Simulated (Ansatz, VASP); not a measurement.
# One calculation of Se, two programs

```xyz
1
Lattice="0.0000 2.1541 2.1541 2.1541 0.0000 2.1541 2.1541 2.1541 0.0000" Properties=species:S:1:pos:R:3 pbc="T T T"
Se    0.0000    0.0000    0.0000
```

Alike in both runs: task single point; functional PBE; k mesh 4 × 4 × 4; occupations fermi-dirac, width 0.15 eV; non-collinear spin, spin-orbit coupling.

```csv
,VASP,Ansatz
version,VASP 6.6.1,Ansatz 0.2.0 development build
potentials or method,"VASP PAW PBE potentials, release 64 (Se)","plane waves, PAW datasets (hand-made set)"
plane-wave cutoff (eV),500,580
valence electrons in the cell,6,16
```

```tsv
	VASP	Ansatz	Ansatz less VASP
net moment per atom (μB)	0.00	0.00	0.000
```

VASP's potentials hold 6 valence electrons a cell and Ansatz's 16, so a difference there can come from the potentials and not from the codes. Ansatz's warnings: stress scf threshold loose.

The k mesh is coarse, so the values compare programs but aren't converged.
